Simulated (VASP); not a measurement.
A run of VASP 6.6.1 is set up as follows.

The input INCAR:

```
PREC = Accurate
ENCUT = 520
EDIFF = 1E-6
ISMEAR = 0
SIGMA = 0.01
LREAL = F
LASPH = T
NELM = 80
ALGO = Normal
ISIF = 2
LWAVE = F
LCHARG = F
GGA = PS
NBANDS = 16
```

The input KPOINTS:

```
regular mesh
0
Gamma
  6 6 4
```

The input POSCAR:

```
AlN
1.0
    3.2805267291      0.0000000000      0.0000000000
   -1.6402633646      2.8410194852      0.0000000000
    0.0000000000      0.0000000000      4.1008151041
Al N
2 2
Direct
    0.3333333333      0.6666666667      0.7500000000
    0.6666666667      0.3333333333      0.2500000000
    0.3333333333      0.6666666667      0.2500000000
    0.6666666667      0.3333333333      0.7500000000
```

Potentials or basis: VASP PAW PBE potentials, release 64 (Al, N).

Run with:

```sh
$ cat potpaw_PBE.64/Al/POTCAR potpaw_PBE.64/N/POTCAR > POTCAR
$ mpirun -np 1 vasp_std > vasp.out
```

Estimate the band gap on the k mesh.

3.51 eV, direct.

What does it give for the pressure?

5.0 GPa.

Caveat: the PAW data sets were made with another functional, which shifts forces and pressure a little. A k mesh can miss the band edges.
